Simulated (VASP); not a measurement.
Write the native input for VASP 6.6.1 that does the following.

| Property | Result |
| --- | --- |
| Task | single point |
| Functional | LDA |
| Potentials or basis | VASP PAW LDA potentials, release 64 (Mo_sv, S) |
| Cutoff | 520 eV |
| k mesh | 12 × 12 × 1 |
| Occupations | gaussian, width 0.01 eV |
| Spin | no spin polarisation |
| Dipole correction | no |
| Further INCAR settings | ALGO = Normal; EDIFF = 1e-07; NBANDS = 35 |

The structure of MoS2 lies in POSCAR:

```
MoS2
1.0
    3.1550000000      0.0000000000      0.0000000000
   -1.5775000000      2.7323101489      0.0000000000
    0.0000000000      0.0000000000     28.0000000000
Mo S
2 4
Direct
    0.3333333333      0.6666666667      0.3937832000
    0.6666666667      0.3333333333      0.6062436453
    0.6666666667      0.3333333333      0.4488354990
    0.6666666667      0.3333333333      0.3387505550
    0.0000000000      0.0000000000      0.6612411117
    0.0000000000      0.0000000000      0.5511459890
```

One way to write it, as run:

INCAR

```
SYSTEM = MoS2
PREC = Accurate
ENCUT = 520
EDIFF = 1E-7
ISMEAR = 0
SIGMA = 0.01
LREAL = .FALSE.
LASPH = .TRUE.
NELM = 100
ALGO = Normal
ISIF = 2
LWAVE = .FALSE.
LCHARG = .TRUE.
GGA = CA
LELF = .TRUE.
LVHAR = .TRUE.
NBANDS = 35
```

KPOINTS

```
Automatic mesh
0
G
  12 12 1
  0 0 0
```

Potentials or basis: VASP PAW LDA potentials, release 64 (Mo_sv, S).

Run with:

```bash
$ cat potpaw_LDA.64/Mo_sv/POTCAR potpaw_LDA.64/S/POTCAR > POTCAR
$ mpirun -np 1 vasp_std > vasp.out
```

It gave:

| Property | Result |
| --- | --- |
| Largest force | 0.017 eV/Å |
| Band gap on the k mesh | 0.98 eV (least direct gap 1.64 eV) |

Run time: 3.5 min on 1 thread of AMD EPYC 7R13 Processor (Zen 3) (shared host), peak memory 0.31 GiB.
